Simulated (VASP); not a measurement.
Set up this calculation in VASP 6.6.1, as the native input.

| Item | Value |
| --- | --- |
| Task | single point |
| Functional | PBEsol |
| Potentials or basis | VASP PAW PBE potentials, release 64 (Zr_sv, H) |
| Cutoff | 520 eV |
| k mesh | 14 × 14 × 8 |
| Occupations | gaussian, width 0.1 eV |
| Spin | no spin polarisation |
| Dipole correction | no |
| Further INCAR settings | ALGO = Normal; EDIFF = 1e-07; NBANDS = 21 |

The structure of ZrH lies in POSCAR:

```
ZrH
1.0
    3.1902763251      0.0000000000      0.0000000000
    0.0000000000      3.1902763251      0.0000000000
    0.0000000000      0.0000000000      4.9905072820
Zr H
2 2
Direct
    0.0000000000      0.5000000000      0.0000000000
    0.5000000000      0.0000000000      0.5000000000
    0.0000000000      0.0000000000      0.7500000000
    0.0000000000      0.0000000000      0.2500000000
```

These files were run (other wordings do the same):

INCAR

```
SYSTEM = ZrH
  ALGO = Normal
  EDIFF = 1E-7
  ENCUT = 520
  GGA = PS
  ISIF = 2
  ISMEAR = 0
  LASPH = .TRUE.
  LCHARG = .FALSE.
  LREAL = .FALSE.
  LWAVE = .FALSE.
  NBANDS = 21
  NELM = 100
  PREC = Accurate
  SIGMA = 0.1
```

KPOINTS

```
k-points
0
G
  14 14 8
  0 0 0
```

Potentials or basis: VASP PAW PBE potentials, release 64 (Zr_sv, H).

Launch:

```bash
$ cat potpaw_PBE.64/Zr_sv/POTCAR potpaw_PBE.64/H/POTCAR > POTCAR
$ mpirun -np 1 vasp_std > vasp.out
```

It gave:

```
Pressure               : 0.1 GPa
Band gap on the k mesh : zero (band 13 reaches 8.63 eV, above the bottom of band 14 at 7.72 eV)
```

Caveat: the PAW data sets were made with another functional, which shifts forces and pressure a little.

Run time: 80 s on 1 thread of Intel(R) Xeon(R) Platinum 8488C (Sapphire Rapids), with other jobs on the host, peak memory 0.27 GiB.
